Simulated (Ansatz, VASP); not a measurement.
## Ru: VASP beside Ansatz

```
Ru
1.0
     2.91654    0.00000    0.00000
    -1.45827    2.52579    0.00000
     0.00000    0.00000    8.01752
Ru
4
Direct
  0.00000 0.00000 0.00000
  0.00000 0.00000 0.50000
  0.33333 0.66667 0.00500
  0.66667 0.33333 0.50500
```

Alike in both runs: task relaxation of cell and atoms; functional PBE; k mesh 6 × 6 × 2; occupations gaussian, width 0.1 eV; no spin polarisation.

|  | VASP | Ansatz |
| --- | --- | --- |
| version | VASP 6.6.1 | Ansatz 0.2.0 |
| potentials or method | VASP PAW PBE potentials, release 64 (Ru_pv), cutoff 600 eV | scalar-relativistic, plane waves, PAW |
| valence electrons in the cell | 56 | 64 |

Ansatz gave:

```
gap on the k mesh at the Fermi level, each at its own relaxed structure (eV) : none
relaxed volume (Å³/atom)                                                     : 16.17
relaxed length of the cell vector where the two differ most in proportion (Å)              : 5.439
```

Task: Estimate VASP's values.

Result: gap on the k mesh at the Fermi level, each at its own relaxed structure (eV): none; relaxed volume (Å³/atom): 16.73; relaxed length of the cell vector where the two differ most in proportion (Å): 5.248.

A gap of «none» marks a metal or a gap that the smearing closes. VASP's potentials hold 56 valence electrons a cell and Ansatz's 64, so a difference there can come from the potentials and not from the codes.

The k mesh is coarse, so the values compare programs but aren't converged.
